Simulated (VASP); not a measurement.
# WS2 in VASP: single point with PBE+D3(BJ)

Aim: the single point of WS2 with PBE+D3(BJ).

All numbers are computed with VASP 6.6.1; they aren't measurements. Logs are shortened: lines on timing, memory, paths and dates and some standing lists are left out, and cuts for length are marked.

## (1) The cell of the first run

The cell holds a slab with vacuum, 6 atoms: a = 3.160 Å, b = 3.160 Å, c = 23.804 Å, α = 90.00°, β = 90.00°, γ = 120.00°.

## (2) Single point, PBE+D3(BJ)

File INCAR:

```
SYSTEM = WS2
PREC = Accurate
ENCUT = 520
EDIFF = 1E-6
ISMEAR = 0
SIGMA = 0.05
LREAL = .False.
LASPH = .True.
NELM = 100
ALGO = Normal
ISIF = 2
LWAVE = .False.
LCHARG = .False.
LDIPOL = .True.
IDIPOL = 3
DIPOL = 0.5 0.5 0.391
GGA = PE
IVDW = 12
NBANDS = 35
```

File KPOINTS:

```
Automatic mesh
0
Gamma
  9 9 1
  0 0 0
```

File POSCAR:

```
WS2
1.0
    3.1595457497      0.0000000000      0.0000000000
   -1.5797728749      2.7362468836      0.0000000000
    0.0000000000      0.0000000000     23.8042575719
S W
4 2
Direct
    0.3333333333      0.6666666667      0.1890418126
    0.3333333333      0.6666666667      0.3214605103
    0.5000000000      1.3333333333      0.4596710800
    0.5000000000      1.3333333333      0.5920897776
    0.6666666667      0.3333333333      0.2552511581
    0.8333333333      1.0000000000      0.5258804254
```

Potentials or basis: VASP PAW PBE potentials, release 64 (S, W_sv).

Launch:

```console
$ cat potpaw_PBE.64/S/POTCAR potpaw_PBE.64/W_sv/POTCAR > POTCAR
$ mpirun -np 1 vasp_std > vasp.out
```

OUTCAR:

```text
SYSTEM = WS2
   PREC = Accurate
   ENCUT = 520
   EDIFF = 1E-6
   ISMEAR = 0
   LREAL = .False.
   LASPH = .True.
   NELM = 100
   ISIF = 2
   GGA = PE
   IVDW = 12
 IVDW          = 12

 ion  position               nearest neighbor table
   1  0.333  0.667  0.189-   5 2.41   5 2.41   5 2.41
   2  0.333  0.667  0.321-   5 2.41   5 2.41   5 2.41
   3  0.500  0.333  0.460-   6 2.41   6 2.41   6 2.41
   4  0.500  0.333  0.592-   6 2.41   6 2.41   6 2.41
   5  0.667  0.333  0.255-   1 2.41   1 2.41   1 2.41   2 2.41   2 2.41   2 2.41
   6  0.833  0.000  0.526-   3 2.41   3 2.41   3 2.41   4 2.41   4 2.41   4 2.41

  LATTYP: Found a hexagonal cell.
 ALAT       =     3.1595457497
 C/A-ratio  =     7.5340759266

  Lattice vectors:

 A1 = (   3.1595457497,   0.0000000000,   0.0000000000)
 A2 = (  -1.5797728749,   2.7362468836,   0.0000000000)
 A3 = (   0.0000000000,   0.0000000000,  23.8042575719)

Analysis of symmetry for initial positions (statically):
=====================================================================
 Subroutine PRICEL returns:
 Original cell was already a primitive cell.

 Routine SETGRP: Setting up the symmetry group for a
 hexagonal supercell.

 Subroutine GETGRP returns: Found  1 space group operations
 (whereof  1 operations were pure point group operations)
 out of a pool of 24 trial point group operations.

The static configuration has the point symmetry C_1 .

Analysis of symmetry for dynamics (positions and initial velocities):
=====================================================================
 Subroutine PRICEL returns:
 Original cell was already a primitive cell.

 Routine SETGRP: Setting up the symmetry group for a
 hexagonal supercell.

 Subroutine GETGRP returns: Found  1 space group operations
 (whereof  1 operations were pure point group operations)
 out of a pool of 24 trial point group operations.

The dynamic configuration has the point symmetry C_1 .

 Subroutine INISYM returns: Found  1 space group operations
 (whereof  1 operations are pure point group operations),
 and found     1 'primitive' translations

----------------------------------------------------------------------------------------

                                     Primitive cell

  volume of cell :     205.7949

  direct lattice vectors                    reciprocal lattice vectors
     3.159545750  0.000000000  0.000000000     0.316501193  0.182732049  0.000000000
    -1.579772875  2.736246884  0.000000000     0.000000000  0.365464098  0.000000000
     0.000000000  0.000000000 23.804257572     0.000000000  0.000000000  0.042009292

  length of vectors
     3.159545750  3.159545750 23.804257572     0.365464098  0.365464098  0.042009292

[... 102 lines left out ...]
   EFERMI =   0.00;   METHOD = LEGACY
   ISMEAR =     0;   SIGMA  =   0.05  broadening in eV -4-tet -1-fermi 0-gaus
   EFERMI_NEDOS =   21; number of points for ismear=-14 and -15
   IALGO  =     38    algorithm
   IMIX   =      4    mixing-type and parameters
     AMIX     =   0.40;   BMIX     =  1.00
     AMIX_MAG =   1.60;   BMIX_MAG =  1.00
  volume/ion in A,a.u.               =      34.30       231.46
  Fermi-wavevector in a.u.,A,eV,Ry     =   1.034978  1.955825 14.574279  1.071179
  Thomas-Fermi vector in A             =   2.169299
   LORBIT       =      0    0 simple, 1 ext, 2 COOP (PROOUT), +10 PAW based schemes
   GGA     = PE    functional components
   LHFCALC =     F    Hartree Fock is set to
   AEXX    =    0.0000 exact exchange contribution
   IVDW    =    12    specifies the selected vdW correction
   LEPSILON=     F    determine dielectric tensor
   LRPA    =     F    only Hartree local field effects (RPA)
 non-spin polarized calculation
 Gauss-broadening in eV      SIGMA  =   0.05
  energy-cutoff  :      520.00
  volume of cell :      205.79
 maximum number of plane-waves:      5566
   NGX = 11   NGY = 11   NGZ = 89

 dipolmoment           0.000000      0.000000     -0.000002 electrons x Angstroem

 number of electron      51.9999994 magnetization

 dipolmoment           0.000000      0.000000      0.001100 electrons x Angstroem

 Free energy of the ion-electron system (eV)
  ---------------------------------------------------
  ext. energy  EPLUGINS =         0.00000000
  ---------------------------------------------------
  free energy    TOTEN  =       -47.30577911 eV

  energy without entropy =      -47.30577911  energy(sigma->0) =      -47.30577911

 E-fermi :   1.4253     XC(G=0):  -6.1437

 val. band max:        1.0446261247   @ k =   0.0000   0.0000   0.0000
 cond. band min:       2.7243981180   @ k =   0.3333   0.3333   0.0000
 fundamental gap:      1.6797719934
 Fermi energy:         1.4252593516

 k-point     1 :       0.0000    0.0000    0.0000
  band No.  band energies     occupation
      1     -73.2049      2.00000
      2     -73.1826      2.00000
      3     -37.4573      2.00000
      4     -37.4349      2.00000
      5     -37.2824      2.00000
      6     -37.2820      2.00000
[... 901 lines left out ...]
     34       5.5725      0.00000
     35       7.0672      0.00000

 [... further k-points ...]

------------------------ aborting loop because EDIFF is reached ----------------------------------------

 vacuum level on the upper side and lower side of the slab       (xc-potential included)        -0.172        -0.197

 Edisp (eV)   -2.14243

 E8    (eV) :    -0.9302

  FORCE on cell =-STRESS in cart. coord.  units (eV):
  Direction    XX          YY          ZZ          XY          YZ          ZX
  --------------------------------------------------------------------------------------
  -------------------------------------------------------------------------------------
  Total      -0.22374    -0.20932    -0.54605    -0.04477    -0.06428     0.10867
  in kB      -1.74191    -1.62965    -4.25116    -0.34858    -0.50041     0.84605
  external pressure =       -2.54 kB  Pullay stress =        0.00 kB

 VOLUME and BASIS-vectors are now :
 -----------------------------------------------------------------------------
  energy-cutoff  :      520.00
  volume of cell :      205.79
      direct lattice vectors                 reciprocal lattice vectors
     3.159545750  0.000000000  0.000000000     0.316501193  0.182732049  0.000000000
    -1.579772875  2.736246884  0.000000000     0.000000000  0.365464098  0.000000000
     0.000000000  0.000000000 23.804257572     0.000000000  0.000000000  0.042009292

 POSITION                                       TOTAL-FORCE (eV/Angst)
 -----------------------------------------------------------------------------------
     -0.00000      1.82416      4.50000         0.001626      0.000135      0.006486
     -0.00000      1.82416      7.65213        -0.024852      0.013976      0.030841
      1.05318      0.91208     10.94213         0.022543     -0.014616     -0.027367
      1.05318      0.91208     14.09426         0.001169      0.000362     -0.004903
      1.57977      0.91208      6.07606        -0.005266      0.002882      0.046724
      2.63295      0.00000     12.51819         0.004780     -0.002739     -0.051780
 -----------------------------------------------------------------------------------
    total drift:                               -0.000069     -0.000018      0.000015

  FREE ENERGIE OF THE ION-ELECTRON SYSTEM (eV)
  ---------------------------------------------------
  free  energy   TOTEN  =       -49.4482138109 eV

  energy  without entropy=      -49.4482138109  energy(sigma->0) =      -49.44821381

 vacuum level on the upper side and lower side of the slab         6.329         6.304
```

OSZICAR:

```text
N       E                     dE             d eps       ncg     rms          rms(c)
DAV:   1     0.486065529942E+03    0.48607E+03   -0.27797E+04  3358   0.132E+03
DAV:   2    -0.160055345768E+02   -0.50207E+03   -0.48683E+03  3600   0.345E+02
DAV:   3    -0.489900307896E+02   -0.32984E+02   -0.32563E+02  3632   0.861E+01
[... 15 lines left out ...]
DAV:  19    -0.473057412593E+02   -0.27428E-04   -0.14823E-06  2473   0.318E-03    0.385E-03
DAV:  20    -0.473057649247E+02   -0.23665E-04   -0.94046E-07  2418   0.314E-03    0.380E-03
DAV:  21    -0.473057713780E+02   -0.64532E-05   -0.19988E-07  2258   0.117E-03    0.194E-03
DAV:  22    -0.473057784978E+02   -0.71199E-05   -0.50119E-07  2341   0.145E-03    0.991E-04
DAV:  23    -0.473057791143E+02   -0.61651E-06   -0.31198E-08  1825   0.667E-04
   1 F= -.49448214E+02 E0= -.49448214E+02  d E =-.236259E-28
```

stdout:

```text
POSCAR found type information on POSCAR S W
 POSCAR found :  2 types and       6 ions
 scaLAPACK will be used
 LDA part: xc-table for (Slater+PW92), standard interpolation
 POSCAR, INCAR and KPOINTS ok, starting setup
 FFT: planning ... GRIDC
 FFT: planning ... GRID_SOFT
 FFT: planning ... GRID
 WAVECAR not read
 entering main loop
```

Wall time 3.2 min (1 thread of Intel Xeon Platinum 8559C (Emerald Rapids), shared host); peak memory 0.45 GiB.

Results:

* Free energy: -49.4482 eV
* Largest force: 0.052 eV/Å
* Band gap on the k mesh: 1.68 eV, indirect (least direct gap 1.90 eV)
* Dispersion energy per atom: -0.357 eV

Forces in eV/Å, atoms in the order of the input:
```
S    0.002  0.000  0.006
S   -0.025  0.014  0.031
S    0.023 -0.015 -0.027
S    0.001  0.000 -0.005
W   -0.005  0.003  0.047
W    0.005 -0.003 -0.052
```

Caveat: spin-orbit coupling is left out, which moves the levels of the heavy elements.
